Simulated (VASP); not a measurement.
A run of VASP 6.6.1:

The input POSCAR:

```
Hf3Au
1.0
    4.3506540000      0.0000000000      0.0000000000
    0.0000000000      4.3506540000      0.0000000000
    0.0000000000      0.0000000000      4.3506540000
Hf Au
3 1
Direct
    0.5000000000      0.0000000000      0.0000000000
    0.0000000000      0.5000000000      0.0000000000
    0.0000000000      0.0000000000      0.5229850501
    0.5000000000      0.5000000000      0.5000000000
```

Contents of INCAR.step1:

```
SYSTEM = Hf3Au
ALGO = Normal
EDIFF = 1E-4
ENCUT = 520
GGA = PE
ISMEAR = 1
LASPH = .TRUE.
LCHARG = .FALSE.
LREAL = .FALSE.
LWAVE = .TRUE.
NBANDS = 28
NELM = 100
PREC = Accurate
SIGMA = 0.15
```

Contents of INCAR.step2:

```
SYSTEM = Hf3Au
ALGO = Normal
EDIFF = 1E-6
ENCUT = 520
ISIF = 2
ISMEAR = 1
ISTART = 1
LASPH = .TRUE.
LCHARG = .FALSE.
LMIXTAU = .TRUE.
LREAL = .FALSE.
LWAVE = .FALSE.
METAGGA = R2SCAN
NBANDS = 28
NELM = 100
PREC = Accurate
SIGMA = 0.15
```

Contents of KPOINTS:

```
k-points
0
G
  6 6 6
  0 0 0
```

Potentials or basis: VASP PAW PBE potentials, release 64 (Hf_pv, Au).

The run is started by

```bash
$ cat potpaw_PBE.64/Hf_pv/POTCAR potpaw_PBE.64/Au/POTCAR > POTCAR
$ cp INCAR.step1 INCAR
$ mpirun -np 1 vasp_std > vasp.out
$ cp INCAR.step2 INCAR
$ mpirun -np 1 vasp_std > vasp.out
```

Hardware: 1 thread of Oxide Virtual Turin-like Processor (shared host).

Task: Estimate the wall time of this run.

Result: Wall time 5.4 min on 1 thread of Oxide Virtual Turin-like Processor (shared host), peak memory 0.21 GiB. Counts: k points 40.
